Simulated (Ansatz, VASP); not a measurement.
One calculation of Na, two programs

INCAR

```
SYSTEM = Na
ALGO = Normal ; EDIFF = 1E-6
ENCUT = 520 ; GGA = PS
ISIF = 2 ; ISMEAR = 0
LASPH = .TRUE. ; LCHARG = .FALSE.
LREAL = .FALSE. ; LWAVE = .FALSE.
NBANDS = 10 ; NELM = 100
PREC = Accurate ; SIGMA = 0.15
```

KPOINTS

```
k-points
0
G
  16 16 16
  0 0 0
```

POSCAR

```
Na
1.0
   -2.1492625000      2.1492625000      2.0857375000
    2.1492625000     -2.1492625000      2.0857375000
    2.1492625000      2.1492625000     -2.0857375000
Na
1
Direct
    0.0000000000      0.0000000000      0.0000000000
```

Input for Ansatz:

```yaml
crystal:
  lattice:
    - [-2.1492625, 2.1492625, 2.0857375]
    - [2.1492625, -2.1492625, 2.0857375]
    - [2.1492625, 2.1492625, -2.0857375]
  atoms:
    - { symbol: Na, position: [0.0, 0.0, 0.0] }
basis:
  ecutwfc: 420
kpoints:
  mp_grid: { grid: [16, 16, 16] }
hamiltonian:
  xc: pbesol
scf:
  occupations: { method: gaussian, width: 0.15 }
output:
  forces: true
  stress: true
  eigenvalues: true
```

Change from the starting cell: strain +0.015 along x and y, -0.015 along z, atoms carried along.

Alike in both runs: task single point; functional PBEsol; k mesh 16 × 16 × 16; occupations gaussian, width 0.15 eV; no spin polarisation.

|  | VASP | Ansatz |
| --- | --- | --- |
| version | VASP 6.6.1 | Ansatz 0.2.0 |
| potentials or method | VASP PAW PBE potentials, release 64 (Na_pv), cutoff 520 eV | scalar-relativistic, plane waves, PAW |
| valence electrons in the cell | 7 | 9 |

|  | VASP | Ansatz | Ansatz less VASP |
| --- | --- | --- | --- |
| gap on the k mesh at the Fermi level (eV) | none | none | - |
| pressure (GPa) | -0.4 | -0.4 | +0.02 |

VASP's potentials were made for PBE, not for PBEsol. A gap of «none» marks a metal or a gap that the smearing closes. VASP's potentials hold 7 valence electrons a cell and Ansatz's 9, so a difference there can come from the potentials and not from the codes.
